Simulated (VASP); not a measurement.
The system is GeSb3Te.

```xyz
5
Lattice="4.7669 0.0000 0.0000 0.0000 4.7669 0.0000 0.0000 0.0000 6.0318" Properties=species:S:1:pos:R:3 pbc="T T T"
Ge    2.3835    2.3835    3.9931
Sb    2.3835    2.3835    0.6388
Sb    0.0000    2.3835    3.0159
Sb    2.3835    0.0000    3.0159
Te    0.0000    0.0000    0.0000
```

- Program: VASP 6.6.1
- Task: relaxation of cell and atoms
- Functional: PBE
- Potentials or basis: VASP PAW PBE potentials, release 64 (Ge_d, Sb, Te)
- Cutoff: 600 eV
- k mesh: 4 × 4 × 4
- Occupations: gaussian, width 0.1 eV
- Spin: no spin polarisation

At the start: pressure 5.8 GPa; volume 27.41 Å³/atom.

Question: How do energy, volume and symmetry change on relaxing?

Answer: Over 36 steps the energy falls by 367.1 meV/atom and the volume is 29.55 Å³/atom (+7.8 %); space group P4mm (No. 99, to 0.05 Å).

Step by step:
| step | energy change (eV) | largest force (eV/Å) | pressure (GPa) | volume (Å³) |
| --- | --- | --- | --- | --- |
| 1 | 0.0000 | 2.2167 | 5.75 | 137.06 |
| 2 | -0.3590 | 0.4764 | -2.22 | 157.50 |
| 3 | -0.3883 | 0.8175 | -0.85 | 152.55 |
| 4 | -0.4746 | 0.6068 | -0.58 | 151.02 |
| 5 | -0.6540 | 0.6771 | 0.26 | 146.44 |
| 6 | -0.4609 | 2.4629 | 3.76 | 137.24 |
| 7 | -0.6747 | 0.8835 | 0.82 | 144.12 |
| 8 | -0.7231 | 0.7607 | 0.73 | 143.96 |
| 9 | -0.8574 | 0.4953 | 0.74 | 143.33 |
| 10 | -0.9966 | 1.2611 | 1.32 | 141.45 |
| 11 | -1.2162 | 1.2444 | 0.54 | 142.97 |
| 12 | -1.4493 | 1.0125 | -0.41 | 146.24 |
| 13 | -1.4511 | 1.0323 | -0.42 | 146.03 |
| 14 | -1.5067 | 0.8667 | -0.28 | 144.93 |
| 15 | -1.6179 | 0.4457 | 0.41 | 141.67 |
| 16 | -1.5718 | 1.0733 | 3.40 | 135.27 |
| 17 | -1.6473 | 0.4027 | 1.14 | 139.51 |
| 18 | -1.6491 | 0.4792 | 1.41 | 138.85 |
| 19 | -1.6927 | 0.4671 | -0.51 | 143.90 |
| 20 | -1.6934 | 0.4652 | -0.73 | 144.61 |
| 21 | -1.7250 | 0.3231 | -0.31 | 143.99 |
| 22 | -1.7399 | 0.3940 | 0.39 | 143.28 |
| 23 | -1.7685 | 0.4673 | 0.37 | 144.48 |
| 24 | -1.7302 | 0.9381 | 0.47 | 148.09 |
| 25 | -1.7814 | 0.4446 | 0.33 | 145.58 |
| 26 | -1.8051 | 0.3275 | -0.33 | 147.97 |
| 27 | -1.8098 | 0.2518 | -0.74 | 149.57 |
| 28 | -1.8243 | 0.1321 | -0.01 | 148.18 |
| 29 | -1.8247 | 0.1630 | 0.12 | 147.94 |
| 30 | -1.8275 | 0.1293 | 0.04 | 148.28 |
| 31 | -1.8302 | 0.0647 | -0.14 | 149.03 |
| 32 | -1.8329 | 0.0506 | -0.03 | 148.51 |
| 33 | -1.8341 | 0.1017 | 0.15 | 147.72 |
| 34 | -1.8347 | 0.0569 | -0.16 | 148.27 |
| 35 | -1.8349 | 0.0718 | -0.06 | 148.09 |
| 36 | -1.8356 | 0.0244 | 0.02 | 147.76 |

Final structure:
```xyz
5
Lattice="4.2958 0.0000 0.0000 0.0000 4.2958 0.0000 0.0000 0.0000 8.0068" Properties=species:S:1:pos:R:3 pbc="T T T"
Ge    2.1479    2.1479    5.8344
Sb    2.1479    2.1479    0.7917
Sb    0.0000    2.1479    3.7895
Sb    2.1479    0.0000    3.7895
Te    0.0000    0.0000    7.9570
```

Caveat: this functional lacks dispersion, which binds the layers, so the pressure and a relaxed spacing across them are unreliable.
